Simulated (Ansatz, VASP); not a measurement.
**MgS: VASP beside Ansatz**

```
CELL_PARAMETERS angstrom
0.00000 2.64431 2.64431
2.64431 0.00000 2.64431
2.64431 2.64431 0.00000
ATOMIC_POSITIONS crystal
Mg 0.00000 0.00000 0.00000
S 0.50000 0.50000 0.50000
```

Change from the starting cell: volume scaled by 1.05, PAW files.

Alike in both runs: task electric field gradients; functional PBE; k mesh 10 × 10 × 10; occupations fermi-dirac, width 0.03 eV; no spin polarisation.

|  | VASP | Ansatz |
| --- | --- | --- |
| version | VASP 6.6.1 | Ansatz 0.2.0 |
| potentials or method | VASP PAW PBE potentials, release 64 (Mg, S) | PAW with Ansatz's default frozen-core files, scalar-relativistic |
| plane-wave cutoff (eV) | 520 | 420 |
| valence electrons in the cell | 8 | 16 |

```csv
,VASP,Ansatz,Ansatz less VASP
gap on the k mesh at the Fermi level (eV),2.67,2.68,+0.017
pressure (GPa),-2.6,-2.3,+0.28
```

The functional is the same, so the differences come from potentials, cutoffs and numerics. VASP's potentials hold 8 valence electrons a cell and Ansatz's 16, so a difference there can come from the potentials and not from the codes.
